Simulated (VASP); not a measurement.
A run of VASP 6.6.1 is set up as follows.

The input INCAR:

```
SYSTEM = Y2Si3O
  ALGO = Normal
  EDIFF = 1E-6
  ENCUT = 520
  GGA = PE
  ISIF = 2
  ISMEAR = 0
  LASPH = .True.
  LCHARG = .False.
  LREAL = .False.
  LWAVE = .False.
  NBANDS = 29
  NELM = 60
  PREC = Accurate
  SIGMA = 0.1
```

File KPOINTS:

```
k-points
0
Gamma
  6 6 4
  0 0 0
```

File POSCAR:

```
Y2Si3O
1.0
    4.0157948723      0.0000000000      0.0000000000
   -2.0078974362      3.4777803758      0.0000000000
    0.0000000000      0.0000000000      7.3727453467
Y Si O
2 3 1
Direct
    0.6666666667      0.3333333333      0.8247862935
    0.3333333333      0.6666666667      0.1752137065
    0.6666666667      0.3333333333      0.4082359413
    0.3333333333      0.6666666667      0.5917640587
    0.0000000000      0.0000000000      0.5000000000
    0.0000000000      0.0000000000      0.0000000000
```

Potentials or basis: VASP PAW PBE potentials, release 64 (Y_sv, Si, O).

Launch:

```bash
$ cat potpaw_PBE.64/Y_sv/POTCAR potpaw_PBE.64/Si/POTCAR potpaw_PBE.64/O/POTCAR > POTCAR
$ mpirun -np 1 vasp_std > vasp.out
```

Q: Estimate the pressure.

A: -0.2 GPa.

Q: Estimate the largest force.

A: 0.038 eV/Å.

Q: Predict the band gap on the k mesh.

A: Zero (bands 20 and 21 overlap by 1.29 eV).

Forces in eV/Å, atoms in the order of the input:
```
Y    0.000  0.000  0.010
Y    0.000  0.000 -0.010
Si   0.000  0.000  0.038
Si   0.000  0.000 -0.038
Si   0.000  0.000  0.000
O    0.000  0.000  0.000
```
